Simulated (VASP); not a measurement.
Wanted: the native input for a VASP 6.6.1 run.

```
Task                   : single point
Functional             : r2SCAN
Potentials or basis    : VASP PAW PBE potentials, release 64 (Zn, O)
Cutoff                 : 520 eV
k mesh                 : 10 × 10 × 10
Occupations            : gaussian, width 0.01 eV
Spin                   : no spin polarisation
Dipole correction      : no
Further INCAR settings : ALGO = Normal; EDIFF = 1e-06; NBANDS = 16
```

ZnO:

```xyz
2
Lattice="0.0000 2.1338 2.1338 2.0911 0.0000 2.1338 2.0911 2.1338 0.0000" Properties=species:S:1:pos:R:3 pbc="T T T"
Zn    0.0000    0.0000    0.0000
O     2.0911    2.1338    2.1338
```

This cell differs from its parent crystal: uniaxial x strain -2.0%.

One way to write it, as run:

POSCAR

```
ZnO
1.0
    0.0000000000      2.1337703864      2.1337703864
    2.0910949787      0.0000000000      2.1337703864
    2.0910949787      2.1337703864      0.0000000000
Zn O
1 1
Direct
    0.0000000000      0.0000000000      0.0000000000
    0.5000000000      0.5000000000      0.5000000000
```

INCAR.step1

```
SYSTEM = ZnO
PREC     = Accurate       ! precision mode
ENCUT    = 520            ! plane-wave cutoff, eV
ISMEAR   = 0              ! smearing method
SIGMA    = 0.01           ! smearing width, eV
LREAL    = .False.        ! projectors in reciprocal space
LASPH    = .True.         ! aspherical terms in the spheres
NELM     = 100            ! most SCF steps
NBANDS   = 16             ! bands
GGA      = PE             ! functional
ALGO     = Normal         ! electronic algorithm
EDIFF    = 1E-4           ! SCF threshold, eV
LWAVE    = .True.         ! write WAVECAR
LCHARG   = .False.        ! write CHGCAR
```

INCAR.step2

```
SYSTEM = ZnO
PREC     = Accurate       ! precision mode
ENCUT    = 520            ! plane-wave cutoff, eV
EDIFF    = 1E-6           ! SCF threshold, eV
ISMEAR   = 0              ! smearing method
SIGMA    = 0.01           ! smearing width, eV
LREAL    = .False.        ! projectors in reciprocal space
LASPH    = .True.         ! aspherical terms in the spheres
NELM     = 100            ! most SCF steps
ALGO     = Normal         ! electronic algorithm
ISIF     = 2              ! what is computed and relaxed
LWAVE    = .False.        ! write WAVECAR
LCHARG   = .False.        ! write CHGCAR
METAGGA  = R2SCAN         ! meta-GGA
LMIXTAU  = .True.       
NBANDS   = 16             ! bands
ISTART   = 1
```

KPOINTS

```
regular mesh
0
Gamma
  10 10 10
  0 0 0
```

Potentials or basis: VASP PAW PBE potentials, release 64 (Zn, O).

Launch:

```console
$ cat potpaw_PBE.64/Zn/POTCAR potpaw_PBE.64/O/POTCAR > POTCAR
$ cp INCAR.step1 INCAR
$ mpirun -np 1 vasp_std > vasp.out
$ cp INCAR.step2 INCAR
$ mpirun -np 1 vasp_std > vasp.out
```

It gave:

```
Pressure               : 5.7 GPa
Band gap on the k mesh : 1.59 eV, indirect (least direct gap 3.14 eV)
```

Caveat: the cell differs from its parent crystal (uniaxial x strain -2.0%); the PAW data sets were made with another functional, which shifts forces and pressure a little.

Run time: 7.3 min on 1 thread of AMD EPYC 7R13, on a shared host, peak memory 0.13 GiB.
